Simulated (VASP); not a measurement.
Ta:

```xyz
1
Lattice="-1.6837 1.6837 1.6837 1.6837 -1.6837 1.6837 1.6837 1.6837 -1.6837" Properties=species:S:1:pos:R:3 pbc="T T T"
Ta    0.0000    0.0000    0.0000
```

Base run:

| Property | Result |
| --- | --- |
| Program | VASP 6.6.1 |
| Functional | LDA |
| Potentials or basis | VASP PAW LDA potentials, release 64 (Ta_sv_GW) |
| Cutoff | 500 eV |
| k mesh | 11 × 11 × 11 |
| Occupations | fermi-dirac, width 0.05 eV |
| Spin | no spin polarisation |

Its results: pressure -19.4 GPa.

Problem. After a change of settings the same cell gave: pressure -18.3 GPa. Which change was it?
A. potentials or basis from VASP PAW LDA potentials, release 64 (Ta_sv_GW) to VASP PAW LDA potentials, release 64 (Ta_pv); cutoff from 500 eV to 520 eV; valence electrons from 13 to 11
B. functional from LDA to PBEsol; potentials or basis from VASP PAW LDA potentials, release 64 (Ta_sv_GW) to VASP PAW PBE potentials, release 64 (Ta_pv); cutoff from 500 eV to 520 eV; valence electrons from 13 to 11
C. functional from LDA to r2SCAN; potentials or basis from VASP PAW LDA potentials, release 64 (Ta_sv_GW) to VASP PAW PBE potentials, release 64 (Ta_pv); cutoff from 500 eV to 520 eV; valence electrons from 13 to 11

Solution. A.
